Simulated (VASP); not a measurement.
Crystal: Mo.

```
Mo
1.0
    -1.58138    1.58138    1.58138
     1.58138   -1.58138    1.58138
     1.58138    1.58138   -1.58138
Mo
1
Cartesian
  0.0000 0.0000 0.0000
```

Base run:

| Quantity | Value |
| --- | --- |
| Program | VASP 6.6.1 |
| Functional | PBE |
| Potentials or basis | VASP PAW PBE potentials, release 64 (Mo_sv) |
| Cutoff | 520 eV |
| k mesh | 23 × 23 × 23 |
| Occupations | fermi-dirac, width 0.1 eV |
| Spin | no spin polarisation |

Its results: band gap on the k mesh zero (band 7 reaches 16.19 eV, above the bottom of band 8 at 11.06 eV); pressure 0.1 GPa.

**Question.** After a change of settings the same cell gave: band gap on the k mesh zero (band 7 reaches 16.36 eV, above the bottom of band 8 at 11.09 eV); pressure 0.6 GPa. Which change was it?
A. k mesh from 23 × 23 × 23 to 5 × 5 × 5; further incar settings from ALGO = Normal; EDIFF = 1e-06; NBANDS = 13 to ALGO = Normal; EDIFF = 1e-07; NBANDS = 13
B. k mesh from 23 × 23 × 23 to 4 × 4 × 4
C. k mesh from 23 × 23 × 23 to 14 × 14 × 14; occupations from fermi-dirac, width 0.1 eV to fermi-dirac, width 1 eV
D. k mesh from 23 × 23 × 23 to 2 × 2 × 2

**Answer.** B.

Caveats: some runs use coarse meshes.
